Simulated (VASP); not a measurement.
Here is a VASP 6.6.1 calculation.

Contents of INCAR:

```
PREC = Accurate ; ENCUT = 520
EDIFF = 1E-6 ; ISMEAR = -1
SIGMA = 0.1 ; LREAL = False
LASPH = True ; NELM = 80
ALGO = Normal ; ISIF = 2
LWAVE = False ; LCHARG = True
GGA = RE ; LELF = True
LVHAR = True ; NBANDS = 12
```

File KPOINTS:

```
regular mesh
0
Gamma
  21 21 21
```

POSCAR

```
Au
1.0
    0.0000000000      2.1202888592      2.1202888592
    2.1202888592      0.0000000000      2.1202888592
    2.1202888592      2.1202888592      0.0000000000
Au
1
Direct
    0.0000000000      0.0000000000      0.0000000000
```

Potentials or basis: VASP PAW PBE potentials, release 64 (Au).

Launch:

```bash
$ cat potpaw_PBE.64/Au/POTCAR > POTCAR
$ mpirun -np 1 vasp_std > vasp.out
```

Task: Estimate the pressure.

Result: -4.5 GPa.

Caveat: the PAW data sets were made with another functional, which shifts forces and pressure a little.
